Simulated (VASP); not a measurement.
Sc, 1 atom in the cell. Symmetry: I4/mmm, No. 139, tetragonal system. The conventional cell has a = 3.834 Å, b = 3.834 Å, c = 3.435 Å, α = 90.00°, β = 90.00°, γ = 90.00°. Sc (site symmetry 4/mmm) has 14 Sc at 3.21 to 3.83 Å within 4.2 Å. 

| Item | Value |
| --- | --- |
| Program | VASP 6.6.1 |
| Task | single point |
| Functional | PBE |
| Potentials or basis | VASP PAW PBE potentials, release 64 (Sc_sv) |
| Cutoff | 500 eV |
| k mesh | 14 × 14 × 14 |
| Occupations | gaussian, width 0.1 eV |
| Spin | no spin polarisation |
| Dipole correction | no |
| Further INCAR settings | ALGO = Normal; EDIFF = 1e-06; NBANDS = 12 |

Potentials or basis: VASP PAW PBE potentials, release 64 (Sc_sv).

Launch:

```bash
$ cat potpaw_PBE.64/Sc_sv/POTCAR > POTCAR
$ mpirun -np 1 vasp_std > vasp.out
```

Hardware: 1 thread of Intel Xeon 8259CL (shared host).

How long does it take, and how much memory?

It took 49 s on 1 thread of Intel Xeon 8259CL (shared host), peak memory 0.19 GiB. Counts: scf iterations 12, k points 244.
